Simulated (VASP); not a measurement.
**VSi (rocksalt type): single point with LDA**

The system is VSi (rocksalt type).

```
V Si
1.0
     0.00000    2.25898    2.25898
     2.25898    0.00000    2.25898
     2.25898    2.25898    0.00000
V Si
1 1
Cartesian
  0.0000 0.0000 0.0000
  2.2590 2.2590 2.2590
```

```yaml
Program: VASP 6.6.1
Task: single point
Functional: LDA
Potentials_or_basis: VASP PAW LDA potentials, release 64 (V_sv, Si)
Cutoff: 520 eV
k_mesh: 14 × 14 × 14
Occupations: fermi-dirac, width 0.1 eV
Spin: no spin polarisation
```

```json
{"Pressure": "39.7 GPa"}
```

Levels at points of the mesh, in eV from the Fermi level:
```
           k point  band 6  band 7  band 8  band 9  band 10  band 11
(0.00, 0.00, 0.00)   -1.47   -1.47   -1.47   -0.88    -0.88     4.73
(0.50, 0.00, 0.00)   -7.07   -3.08   -3.08    0.98     0.98     2.36
(0.50, 0.50, 0.00)   -4.82   -3.74    0.13    0.55     0.55     1.49
```

It took 18 s on 1 thread of AMD EPYC 9R45 96-Core Processor (Zen 5), with other jobs on the host, peak memory 0.12 GiB.
